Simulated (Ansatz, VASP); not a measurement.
**Si2Ni: VASP beside Ansatz**

The input INCAR:

```
PREC = Accurate
ENCUT = 600
EDIFF = 1E-6
ISMEAR = 0
SIGMA = 0.1
LREAL = F
LASPH = T
NELM = 100
ALGO = Normal
ISIF = 3
LWAVE = F
LCHARG = F
GGA = PS
IBRION = 2
NSW = 100
EDIFFG = -0.005
```

The input KPOINTS:

```
regular mesh
0
Gamma
  14 14 14
```

File POSCAR:

```
Si2Ni
1.0
    0.0000000000      2.6975000000      2.6975000000
    2.6975000000      0.0000000000      2.6975000000
    2.6975000000      2.6975000000      0.0000000000
Si Ni
2 1
Direct
    0.2500000000      0.2500000000      0.2500000000
    0.7500000000      0.7500000000      0.7500000000
    0.0000000000      0.0000000000      0.0000000000
```

Input for Ansatz:

```yaml
crystal:
  lattice:
    - [0.0, 2.6975, 2.6975]
    - [2.6975, 0.0, 2.6975]
    - [2.6975, 2.6975, 0.0]
  atoms:
    - { symbol: Si, position: [0.25, 0.25, 0.25] }
    - { symbol: Si, position: [0.75, 0.75, 0.75] }
    - { symbol: Ni, position: [0.0, 0.0, 0.0] }
basis:
  ecutwfc: 420
kpoints:
  mp_grid: { grid: [14, 14, 14] }
hamiltonian:
  xc: pbesol
scf:
  occupations: { method: gaussian, width: 0.1 }
output:
  forces: true
  stress: true
  eigenvalues: true
relax:
  adjacent_minimum: "off"
  f_tol: 0.005
  max_steps: 80
  cell: { stress_tol: 0.05 }
```

Alike in both runs: task relaxation of cell and atoms; functional PBEsol; k mesh 14 × 14 × 14; occupations gaussian, width 0.1 eV; no spin polarisation.

|  | VASP | Ansatz |
| --- | --- | --- |
| version | VASP 6.6.1 | Ansatz 0.2.0 |
| potentials or method | VASP PAW PBE potentials, release 64 (Si, Ni), cutoff 600 eV | scalar-relativistic, plane waves, PAW |
| valence electrons in the cell | 18 | 26 |

VASP gave:

```
gap on the k mesh at the Fermi level, each at its own relaxed structure (eV) : none
relaxed volume (Å³/atom)                                                     : 13.07
relaxed cell length with the largest relative difference (Å)                 : 3.813
```

Estimate Ansatz's values.

gap on the k mesh at the Fermi level, each at its own relaxed structure (eV): none; relaxed volume (Å³/atom): 13.06; relaxed cell length with the largest relative difference (Å): 3.812.

VASP's potentials were made for PBE, not for PBEsol. A gap of «none» marks a metal or a gap that the smearing closes. VASP's potentials hold 18 valence electrons a cell and Ansatz's 26, so a difference there can come from the potentials and not from the codes.
